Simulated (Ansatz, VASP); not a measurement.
## ReS in VASP and in Ansatz

```
CELL_PARAMETERS angstrom
3.66999 0.00000 0.00000
-1.83499 3.17830 0.00000
0.00000 0.00000 5.16000
ATOMIC_POSITIONS crystal
Re 0.00000 0.00000 0.00000
Re 0.00000 0.00000 0.50000
S 0.33333 0.66667 0.25000
S 0.66667 0.33333 0.75000
```

Alike in both runs: functional r2SCAN; k mesh 6 × 6 × 4; occupations gaussian, width 0.1 eV; no spin polarisation.

Ansatz relaxed the structure, and its values are those at the end. VASP's run is a single point on that final structure, the one shown.

```csv
,VASP,Ansatz
version,VASP 6.6.1,Ansatz 0.2.0
potentials or method,"VASP PAW PBE potentials, release 64 (Re, S), cutoff 520 eV","scalar-relativistic, plane waves, PAW"
valence electrons in the cell,26,42
```

VASP gave:

* gap on the k mesh at the Fermi level (eV): none
* pressure (GPa): 1.4

Q: What did Ansatz give for the same quantities?

A: gap on the k mesh at the Fermi level (eV): none; pressure (GPa): 0.0.

VASP's potentials were made for PBE, not for r2SCAN. A gap of «none» marks a metal or a gap that the smearing closes. With one functional, cell and mesh, what is left measures potentials, basis and numerics. VASP's potentials hold 26 valence electrons a cell and Ansatz's 42, so a difference there can come from the potentials and not from the codes.

Neither program's run includes spin-orbit coupling.
